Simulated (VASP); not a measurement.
Here is a VASP 6.6.1 calculation.

INCAR

```
SYSTEM = C19O
  ALGO = Normal
  EDIFF = 1E-6
  ENCUT = 520
  GGA = PE
  ISIF = 2
  ISMEAR = 0
  LASPH = .True.
  LCHARG = .False.
  LREAL = Auto
  LWAVE = .False.
  NBANDS = 57
  NELM = 80
  PREC = Accurate
  SIGMA = 0.02
```

The input KPOINTS:

```
k-points
0
Gamma
  2 2 1
  0 0 0
```

POSCAR

```
C19O
1.0
    7.3980000000      0.0000000000      0.0000000000
   -3.6990000000      6.4068560000      0.0000000000
    0.0000000000      0.0000000000     13.0000000000
C O
19 1
Direct
   -0.0170829228     -0.0051858509      0.0673609231
    0.2044404732      0.1067052233      0.0667603077
   -0.0172508011      0.3272472489      0.0707832308
    0.2027550747      0.4343325338      0.0754413846
   -0.0214442025      0.6603365208      0.0668740769
    0.2014658549      0.7762401715      0.0777004615
    0.3173168950     -0.0010101679      0.0710351538
    0.5399058162      0.1062806781      0.0719814615
    0.3156505181      0.3296635667      0.0697243846
    0.5387844078      0.4385085290      0.0708585385
    0.3104678800      0.6583864223      0.0997647692
    0.5462149694      0.7741979842      0.1086022308
    0.6509931097     -0.0011289469      0.0773204615
    0.8709129831      0.1058105567      0.0697047692
    0.6501992783      0.3297467588      0.0688630000
    0.8705848681      0.4388309960      0.0699543077
    0.6514287778      0.6592263038      0.0773765385
    0.8721396346      0.7723782148      0.0668890769
    0.2274013807      0.7058427722      0.1945488462
    0.5990702020      0.7496516232      0.2090972308
```

Potentials or basis: VASP PAW PBE potentials, release 64 (C, O).

Launch:

```console
$ cat potpaw_PBE.64/C/POTCAR potpaw_PBE.64/O/POTCAR > POTCAR
$ mpirun -np 1 vasp_std > vasp.out
```

**Question.** Predict the band gap on the k mesh.

**Answer.** 0.34 eV.

**Question.** What does it give for the largest force?

**Answer.** 0.224 eV/Å.

Forces in eV/Å, atoms in the order of the input:
```
C   -0.002  0.002 -0.005
C   -0.006  0.001 -0.003
C   -0.006  0.004  0.001
C    0.004  0.007 -0.012
C    0.016 -0.004  0.004
C   -0.010  0.032 -0.016
C   -0.007 -0.013 -0.012
C    0.001  0.007  0.000
C    0.008  0.005 -0.003
C    0.003  0.001 -0.002
C    0.048 -0.041 -0.063
C   -0.070  0.024 -0.160
C   -0.009 -0.013 -0.011
C    0.007 -0.003 -0.008
C    0.003 -0.001  0.000
C    0.012  0.005  0.004
C   -0.007 -0.012 -0.026
C   -0.005  0.003  0.000
C   -0.037  0.003  0.095
O    0.058 -0.006  0.216
```

Caveat: the k points lie up to 0.49 Å⁻¹ apart; there is no dipole correction, which matters where the two faces differ.
